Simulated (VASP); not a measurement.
Set up this calculation in VASP 6.6.1, as the native input.

* Task: electric field gradients
* Functional: PBE
* Potentials or basis: VASP PAW PBE potentials, release 64 (Bi_d, Se)
* Cutoff: 520 eV
* k mesh: 6 × 6 × 6
* Occupations: fermi-dirac, width 0.03 eV
* Spin: no spin polarisation
* Dipole correction: no
* Further INCAR settings: ALGO = Normal; EDIFF = 1e-08; NBANDS = 32

The structure of Bi2Se3 lies in POSCAR:

```
Bi2Se3
1.0
    2.0987589926      1.2117190693      9.6709408521
   -2.0987589926      1.2117190693      9.6709408521
    0.0000000000     -2.4234381387      9.6709408521
Bi Se
2 3
Direct
    0.4008000000      0.4008000000      0.4008000000
    0.5992000000      0.5992000000      0.5992000000
    0.0000000000      0.0000000000      0.0000000000
    0.2117000000      0.2117000000      0.2117000000
    0.7883000000      0.7883000000      0.7883000000
```

One way to write it, as run:

INCAR

```
SYSTEM = Bi2Se3
ALGO     = Normal         ! electronic algorithm
EDIFF    = 1E-8           ! SCF threshold, eV
ENCUT    = 520            ! plane-wave cutoff, eV
GGA      = PE             ! functional
ISIF     = 2              ! what is computed and relaxed
ISMEAR   = -1             ! smearing method
LASPH    = .True.         ! aspherical terms in the spheres
LCHARG   = .False.        ! write CHGCAR
LEFG     = .True.       
LREAL    = .False.        ! projectors in reciprocal space
LWAVE    = .False.        ! write WAVECAR
NBANDS   = 32             ! bands
NELM     = 100            ! most SCF steps
PREC     = Accurate       ! precision mode
SIGMA    = 0.03           ! smearing width, eV
```

KPOINTS

```
k-points
0
Gamma
  6 6 6
  0 0 0
```

Potentials or basis: VASP PAW PBE potentials, release 64 (Bi_d, Se).

Launch:

```bash
$ cat potpaw_PBE.64/Bi_d/POTCAR potpaw_PBE.64/Se/POTCAR > POTCAR
$ mpirun -np 1 vasp_std > vasp.out
```

It gave:

```
Pressure                                : 0.1 GPa
Largest force                           : 0.106 eV/Å
Band gap on the k mesh                  : 0.25 eV
Largest electric field gradient by atom : Bi +5.7; Se +73.3, -14.1 (each value once) V/Å²
```

Caveat: without QUAD_EFG the Cq values of the log hold for a quadrupole moment of 1 mb, not for the nuclei; spin-orbit coupling is left out, which moves the levels of the heavy elements.

It took 19 min on 1 thread of AMD EPYC 7R43 64-Core Processor (Zen 3), with other jobs on the host, peak memory 0.87 GiB.
